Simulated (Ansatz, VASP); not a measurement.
# Ge in VASP and in Ansatz

```
CELL_PARAMETERS angstrom
2.57409 0.00000 0.00000
0.00000 2.57409 0.00000
0.00000 0.00000 2.57409
ATOMIC_POSITIONS crystal
Ge 0.00000 0.00000 0.00000
```

Alike in both runs: task single point; functional LDA; k mesh 13 × 13 × 13; occupations fermi-dirac, width 0.1 eV; no spin polarisation.

|  | VASP | Ansatz |
| --- | --- | --- |
| version | VASP 6.6.1 | Ansatz 0.2.0 |
| potentials or method | VASP PAW LDA potentials, release 64 (Ge_d), cutoff 520 eV | plane waves (420 eV) with PAW, scalar-relativistic |
| valence electrons in the cell | 14 | 14 |

Ansatz gave:

- pressure (GPa): 8.4

Q: Estimate VASP's values.

A: Pressure (GPa): 8.5.

Ansatz warns that its potentials were made for another functional, while VASP's fit it. LDA's correlation is that of Perdew and Zunger in VASP and of Perdew and Wang (1992) in Ansatz.
